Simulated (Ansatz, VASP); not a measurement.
One calculation of Al2O3, two programs

Contents of INCAR:

```
ALGO = Normal
EDIFF = 1E-6
ENCUT = 600
GGA_COMPAT = False
ISIF = 2
ISMEAR = 0
LASPH = True
LCHARG = True
LELF = True
LREAL = False
LVHAR = True
LWAVE = False
NBANDS = 35
NELM = 120
PREC = Accurate
SIGMA = 0.01
```

Contents of KPOINTS:

```
k-points
0
Gamma
  6 6 3
```

The input POSCAR:

```
Al2O3
1.0
    1.3369590000     -4.4770650000      0.0000000000
    1.3369590000      4.4770650000      0.0000000000
    0.0000000000      0.0000000000      7.0450320000
Al O
4 6
Direct
    0.0000000000      0.0000000000      0.0000000000
    0.0000000000      0.0000000000      0.5000000000
    0.2460190000      0.7539810000      0.2500000000
    0.7539810000      0.2460190000      0.7500000000
    0.6332000000      0.3668000000      0.4199380000
    0.6332000000      0.3668000000      0.0800620000
    0.3668000000      0.6332000000      0.5800620000
    0.3668000000      0.6332000000      0.9199380000
    0.8926610000      0.1073390000      0.2500000000
    0.1073390000      0.8926610000      0.7500000000
```

Input for Ansatz:

```yaml
crystal:
  lattice:
    a: 2.673918
    b: 8.95413
    c: 7.045032
    alpha: 90.0
    beta: 90.0
    gamma: 90.0
  space_group: 63
  setting:
    hermann_mauguin: Cmcm
  atoms:
    - { symbol: Al, position: [0.0, 0.0, 0.0] }
    - { symbol: Al, position: [0.5, 0.253981, 0.25] }
    - { symbol: O, position: [0.0, 0.3668, 0.419938] }
    - { symbol: O, position: [0.0, 0.107339, 0.25] }
  reduce_to_primitive: true
kpoints:
  mp_grid:
    grid: [6, 6, 3]
hamiltonian:
  xc: lda
scf:
  convergence:
    dr2_threshold: 1.0e-08
  occupations:
    method: fixed
output:
  write_density: true
  write_potential: true
  volumetric_format: npy
  elf: true
  dos:
    de: 0.1
    method:
      smearing:
        sigma: 0.1
    projected: true
```

Alike in both runs: task single point; functional LDA; k mesh 6 × 6 × 3; no spin polarisation.

|  | VASP | Ansatz |
| --- | --- | --- |
| version | VASP 6.6.1 | Ansatz 0.2.0 |
| potentials or method | VASP PAW LDA potentials, release 64 (Al, O) | plane waves, PAW |
| plane-wave cutoff (eV) | 600 | 420 |
| occupations | gaussian, width 0.01 eV | fixed |
| valence electrons in the cell | 48 | 48 |

```csv
,VASP,Ansatz,Ansatz less VASP
gap on the k mesh at the Fermi level (eV),4.22,4.22,0.000
```

LDA's correlation is that of Perdew and Zunger in VASP and of Perdew and Wang (1992) in Ansatz.
